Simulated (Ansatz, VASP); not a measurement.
Rh in VASP and in Ansatz

```xyz
8
Lattice="4.7916 0.0000 0.0000 0.0000 4.7916 0.0000 0.0000 0.0000 4.7916" Properties=species:S:1:pos:R:3 pbc="T T T"
Rh    0.0000    0.0000    0.0000
Rh    2.3958    2.3958    2.3958
Rh    1.1979    0.0000    2.3958
Rh    3.5937    0.0000    2.3958
Rh    2.3958    1.1979    0.0000
Rh    2.3958    3.5937    0.0000
Rh    0.0000    2.3958    1.1979
Rh    0.0000    2.3958    3.5937
```

Alike in both runs: task relaxation of cell and atoms; functional PBE; k mesh 6 × 6 × 6; occupations fermi-dirac, width 0.1 eV; no spin polarisation.

```csv
,VASP,Ansatz
version,VASP 6.6.1,Ansatz 0.2.0
potentials or method,"VASP PAW PBE potentials, release 64 (Rh_pv), cutoff 500 eV","plane waves (420 eV) with PAW, scalar-relativistic"
valence electrons in the cell,120,136
```

|  | VASP | Ansatz | Ansatz less VASP |
| --- | --- | --- | --- |
| relaxed volume (Å³/atom) | 14.59 | 14.58 | -0.009 |
| relaxed length of the cell vector where the two differ most in proportion (Å) | 4.887 | 4.886 | -0.0010 |

VASP's potentials hold 120 valence electrons a cell and Ansatz's 136, so a difference there can come from the potentials and not from the codes.
